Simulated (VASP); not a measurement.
# Al (P6_3/mmc) in VASP: further runs, part 2 of 3

VASP 6.6.1. Earlier steps stand in the parts before.

## 3. Single point, PBEsol

This run uses another cell than the first one, of 16.64 Å³/atom.

INCAR

```
SYSTEM = Al
  ALGO = Normal
  EDIFF = 1E-6
  ENCUT = 500
  GGA = PS
  GGA_COMPAT = .False.
  ISIF = 2
  ISMEAR = 0
  LASPH = .True.
  LCHARG = .False.
  LREAL = .False.
  LWAVE = .False.
  NBANDS = 10
  NELM = 120
  PREC = Accurate
  SIGMA = 0.1
```

KPOINTS

```
k-points
0
Gamma
  17 17 9
  0 0 0
```

POSCAR

```
Al
1.0
    2.8695804295      0.0000000000      0.0000000000
   -1.4347902148      2.4851295502      0.0000000000
    0.0000000000      0.0000000000      4.6661322566
Al
2
Direct
    0.3333333333      0.6666666667      0.2500000000
    0.6666666667      0.3333333333      0.7500000000
```

Potentials or basis: VASP PAW PBE potentials, release 64 (Al).

Started as:

```sh
$ cat potpaw_PBE.64/Al/POTCAR > POTCAR
$ mpirun -np 1 vasp_std > vasp.out
```

OUTCAR:

```text
SYSTEM = Al
   EDIFF = 1E-6
   ENCUT = 500
   GGA = PS
   ISIF = 2
   ISMEAR = 0
   LASPH = .True.
   LREAL = .False.
   NELM = 120
   PREC = Accurate

 ion  position               nearest neighbor table
   1  0.333  0.667  0.250-   2 2.86   2 2.86   2 2.86   2 2.86   2 2.86   2 2.86
   2  0.667  0.333  0.750-   1 2.86   1 2.86   1 2.86   1 2.86   1 2.86   1 2.86

  LATTYP: Found a hexagonal cell.
 ALAT       =     2.8695804295
 C/A-ratio  =     1.6260677724

  Lattice vectors:

 A1 = (   2.8695804295,   0.0000000000,   0.0000000000)
 A2 = (  -1.4347902148,   2.4851295502,   0.0000000000)
 A3 = (   0.0000000000,   0.0000000000,   4.6661322566)

Analysis of symmetry for initial positions (statically):
=====================================================================
 Subroutine PRICEL returns:
 Original cell was already a primitive cell.

 Routine SETGRP: Setting up the symmetry group for a
 hexagonal supercell.

 Subroutine GETGRP returns: Found 24 space group operations
 (whereof 12 operations were pure point group operations)
 out of a pool of 24 trial point group operations.

The static configuration has the point symmetry D_3d.
 The point group associated with its full space group is D_6h.

Analysis of symmetry for dynamics (positions and initial velocities):
=====================================================================
 Subroutine PRICEL returns:
 Original cell was already a primitive cell.

 Routine SETGRP: Setting up the symmetry group for a
 hexagonal supercell.

 Subroutine GETGRP returns: Found 24 space group operations
 (whereof 12 operations were pure point group operations)
 out of a pool of 24 trial point group operations.

The dynamic configuration has the point symmetry D_3d.
 The point group associated with its full space group is D_6h.

 Subroutine INISYM returns: Found 24 space group operations
 (whereof 12 operations are pure point group operations),
 and found     1 'primitive' translations

----------------------------------------------------------------------------------------

                                     Primitive cell

  volume of cell :      33.2755

  direct lattice vectors                    reciprocal lattice vectors
     2.869580430  0.000000000  0.000000000     0.348483001  0.201196755  0.000000000
    -1.434790215  2.485129550  0.000000000     0.000000000  0.402393509  0.000000000
     0.000000000  0.000000000  4.666132257     0.000000000  0.000000000  0.214310256

  length of vectors
     2.869580430  2.869580430  4.666132257     0.402393509  0.402393509  0.214310256

  position of ions in fractional coordinates (direct lattice)
     0.333333333  0.666666667  0.250000000
     0.666666667  0.333333333  0.750000000

  ion indices of the primitive-cell ions
   primitive index   ion index
                 1           1
                 2           2

----------------------------------------------------------------------------------------

 KPOINTS: k-points

Automatic generation of k-mesh.
 Grid dimensions read from file:
 generate k-points for:   17   17    9

 Generating k-lattice:

  Cartesian coordinates                     Fractional coordinates (reciprocal lattice)
[... 22 lines left out ...]
  0.294118  0.000000  0.000000      6.000000
[... 16 lines left out ...]
  0.411765  0.117647  0.000000     12.000000
  0.176471  0.176471  0.000000      6.000000
 [... further k-points ...]
   k-points           NKPTS =    165   k-points in BZ     NKDIM =    165   number of bands    NBANDS=     10
   number of dos      NEDOS =    301   number of ions     NIONS =      2
   total plane-waves  NPLWV =  20736
   dimension x,y,z NGX =    24 NGY =   24 NGZ =   36
   dimension x,y,z NGXF=    48 NGYF=   48 NGZF=   72
   ions per type =               2
   NGX,Y,Z   is equivalent  to a cutoff of  13.90, 13.90, 12.83 a.u.
   NGXF,Y,Z  is equivalent  to a cutoff of  27.81, 27.81, 25.65 a.u.
 SYSTEM =  Al
   PREC   = accura    normal or accurate (medium, high low for compatibility)
   ISTART =      0    job   : 0-new  1-cont  2-samecut
   ICHARG =      2    charge: 1-file 2-atom 10-const
   ISPIN  =      1    spin polarized calculation?
   LNONCOLLINEAR =      F non collinear calculations
   LSORBIT =      F    spin-orbit coupling
   LASPH  =      T    aspherical Exc in radial PAW
   ENCUT  =  500.0 eV  36.75 Ry    6.06 a.u.   5.23  5.23  8.51*2*pi/ulx,y,z
   NELM   =    120;   NELMIN=  2; NELMDL= -5     # of ELM steps
   EDIFF  = 0.1E-05   stopping-criterion for ELM
   LREAL  =      F    real-space projection
   EDIFFG = 0.1E-04   stopping-criterion for IOM
   NSW    =      0    number of steps for IOM
   IBRION =     -1    ionic relax: 0-MD 1-quasi-New 2-CG
   NFREE  =      0    steps in history (QN), initial steepest desc. (CG)
   ISIF   =      2    stress and relaxation
   ISYM   =      2    0-nonsym 1-usesym 2-fastsym
   POTIM  = 0.5000    time-step for ionic-motion
   TEBEG  =    0.0;   TEEND  =   0.0 temperature during run
   PSTRESS=    0.0 pullay stress
   NELECT =       6.0000    total number of electrons
   NUPDOWN=      -1.0000    fix difference up-down
   EMIN   =  10.00;   EMAX   =-10.00  energy-range for DOS
   EFERMI =   0.00;   METHOD = LEGACY
   ISMEAR =     0;   SIGMA  =   0.10  broadening in eV -4-tet -1-fermi 0-gaus
   EFERMI_NEDOS =   21; number of points for ismear=-14 and -15
   IALGO  =     38    algorithm
   IMIX   =      4    mixing-type and parameters
     AMIX     =   0.40;   BMIX     =  1.00
     AMIX_MAG =   1.60;   BMIX_MAG =  1.00
  volume/ion in A,a.u.               =      16.64       112.28
  Fermi-wavevector in a.u.,A,eV,Ry     =   0.924877  1.747763 11.638377  0.855397
  Thomas-Fermi vector in A             =   2.050670
   LORBIT       =      0    0 simple, 1 ext, 2 COOP (PROOUT), +10 PAW based schemes
   GGA     = PS    functional components
   LHFCALC =     F    Hartree Fock is set to
   AEXX    =    0.0000 exact exchange contribution
   IVDW    =     0    specifies the selected vdW correction
   LEPSILON=     F    determine dielectric tensor
   LRPA    =     F    only Hartree local field effects (RPA)
 non-spin polarized calculation
 Gauss-broadening in eV      SIGMA  =   0.10
  energy-cutoff  :      500.00
  volume of cell :       33.28
 maximum number of plane-waves:       860
 NGX is ok and might be reduce to    24
   NGX = 11   NGY = 11   NGZ = 17

 number of electron       6.0000000 magnetization

 Free energy of the ion-electron system (eV)
  ---------------------------------------------------
  ext. energy  EPLUGINS =         0.00000000
  ---------------------------------------------------
  free energy    TOTEN  =        -8.12065590 eV

  energy without entropy =       -8.11769632  energy(sigma->0) =       -8.11917611

 E-fermi :   7.8749     XC(G=0): -10.2278

 val. band max:        7.8076033763   @ k =   0.2353   0.0000   0.2222
 cond. band min:       7.8939243269   @ k =   0.4118   0.1765   0.1111
 fundamental gap:      0.0863209506
 Fermi energy:         7.8749399812

 k-point     1 :       0.0000    0.0000    0.0000
  band No.  band energies     occupation
      1      -3.2113      2.00000
      2       3.3271      2.00000
      3       3.5478      2.00000
      4      18.2764      0.00000
      5      18.2764      0.00000
      6      18.7228      0.00000
      7      18.7228      0.00000
      8      19.9529      0.00000
      9      21.7139      0.00000
     10      22.1637      0.00000
[... 287 lines left out ...]
 k-point    24 :       0.1765    0.1765    0.0000
  band No.  band energies     occupation
      1      -0.9910      2.00000
      2       5.4008      2.00000
      3       5.6538      2.00000
      4       9.8123      0.00000
      5       9.9272      0.00000
      6      15.3365      0.00000
      7      15.8901      0.00000
      8      16.6345      0.00000
      9      16.6850      0.00000
     10      20.9679      0.00000

 [... further k-points ...]

------------------------ aborting loop because EDIFF is reached ----------------------------------------

  FORCE on cell =-STRESS in cart. coord.  units (eV):
  Direction    XX          YY          ZZ          XY          YZ          ZX
  --------------------------------------------------------------------------------------
  -------------------------------------------------------------------------------------
  Total       -0.3000847     -0.3000847     -0.3106616      0.0000000     -0.0000000      0.0000000
  in kB      -14.4487401    -14.4487401    -14.9580064      0.0000000     -0.0000000      0.0000000
  external PRESSURE =     -14.6184956 kB  Pullay stress =       0.0000000 kB

 VOLUME and BASIS-vectors are now :
 -----------------------------------------------------------------------------
  energy-cutoff  :      500.00
  volume of cell :       33.28
      direct lattice vectors                 reciprocal lattice vectors
     2.869580430  0.000000000  0.000000000     0.348483001  0.201196755  0.000000000
    -1.434790215  2.485129550  0.000000000     0.000000000  0.402393509  0.000000000
     0.000000000  0.000000000  4.666132257     0.000000000  0.000000000  0.214310256

 POSITION                                       TOTAL-FORCE (eV/Angst)
 -----------------------------------------------------------------------------------
     -0.00000      1.65675      1.16653        -0.000000     -0.000000      0.000000
      1.43479      0.82838      3.49960         0.000000      0.000000      0.000000
 -----------------------------------------------------------------------------------
    total drift:                                0.000000     -0.000000     -0.000000

  FREE ENERGIE OF THE ION-ELECTRON SYSTEM (eV)
  ---------------------------------------------------
  free  energy   TOTEN  =        -8.1206559006 eV

  energy  without entropy=       -8.1176963225  energy(sigma->0) =       -8.11917611
```

OSZICAR:

```text
N       E                     dE             d eps       ncg     rms          rms(c)
DAV:   1    -0.105154173258E+01   -0.10515E+01   -0.23418E+03  3308   0.462E+02
DAV:   2    -0.800949183413E+01   -0.69580E+01   -0.66470E+01  4248   0.523E+01
DAV:   3    -0.817921246468E+01   -0.16972E+00   -0.16914E+00  4328   0.657E+00
DAV:   4    -0.817988398829E+01   -0.67152E-03   -0.67146E-03  3948   0.474E-01
DAV:   5    -0.817988922984E+01   -0.52415E-05   -0.52425E-05  4052   0.437E-02    0.192E+00
DAV:   6    -0.814432222724E+01    0.35567E-01   -0.47850E-03  3760   0.328E-01    0.109E+00
DAV:   7    -0.812080087611E+01    0.23521E-01   -0.12019E-02  3550   0.501E-01    0.194E-01
DAV:   8    -0.812065868105E+01    0.14220E-03   -0.13512E-04  4606   0.660E-02    0.153E-02
DAV:   9    -0.812065681524E+01    0.18658E-05   -0.10505E-06  3786   0.574E-03    0.217E-03
DAV:  10    -0.812065590063E+01    0.91461E-06   -0.40205E-08  2090   0.110E-03
   1 F= -.81206559E+01 E0= -.81191761E+01  d E =-.295958E-02
```

stdout:

```text
POSCAR found type information on POSCAR Al
 POSCAR found :  1 types and       2 ions
 scaLAPACK will be used
 -----------------------------------------------------------------------------
|                                                                             |
|                                                                             |
|     You enforced a specific xc type in the INCAR file but a different       |
|     I HOPE YOU KNOW WHAT YOU ARE DOING!                                     |
|                                                                             |
 -----------------------------------------------------------------------------

 LDA part: xc-table for (Slater+PW92), standard interpolation
 POSCAR, INCAR and KPOINTS ok, starting setup
 FFT: planning ... GRIDC
 FFT: planning ... GRID_SOFT
 FFT: planning ... GRID
 WAVECAR not read
 entering main loop
```

It took 26 s on 1 thread of Intel Xeon 8259CL, shared host; peak memory 0.17 GiB.

Results:

```
Free energy            : -8.1207 eV
Pressure               : -1.5 GPa
Band gap on the k mesh : zero (bands 3 and 4 overlap by 6.35 eV)
```

Caveat: the PAW data sets were made with another functional, which shifts forces and pressure a little.

(Part 2 of 3 ends here.)

The gap in the log of VASP goes by the Fermi energy; the results here count the filled bands.